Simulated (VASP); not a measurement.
Here is a VASP 6.6.1 calculation.

INCAR

```
ALGO = Normal
EDIFF = 1E-6
ENCUT = 520
GGA = PS
ISIF = 2
ISMEAR = 0
ISPIN = 2
LASPH = T
LCHARG = F
LMAXMIX = 4
LORBIT = 11
LREAL = F
LWAVE = F
MAGMOM = 1.79 1.79
NBANDS = 20
NELM = 150
PREC = Accurate
SIGMA = 0.15
```

The input KPOINTS:

```
k-points
0
Gamma
  21 21 12
```

POSCAR

```
Co
1.0
    2.5292000000      0.0000000000      0.0000000000
   -1.2646000000      2.1903514513      0.0000000000
    0.0000000000      0.0000000000      3.9673513066
Co
2
Direct
    0.3333333333      0.6666666667      0.2500000000
    0.6666666667      0.3333333333      0.7500000000
```

Potentials or basis: VASP PAW PBE potentials, release 64 (Co).

Run with:

```bash
$ cat potpaw_PBE.64/Co/POTCAR > POTCAR
$ mpirun -np 1 vasp_std > vasp.out
```

(1) Estimate the pressure.

(2) What does it give for the site moments?

(3) Predict the net moment.

Answers

(1) -12.7 GPa.

(2) Co +1.63 μB.

(3) 3.22 μB per cell.

Caveat: the stress differs along the axes, from -15 to -7 GPa; the PAW data sets were made with another functional, which shifts forces and pressure a little.
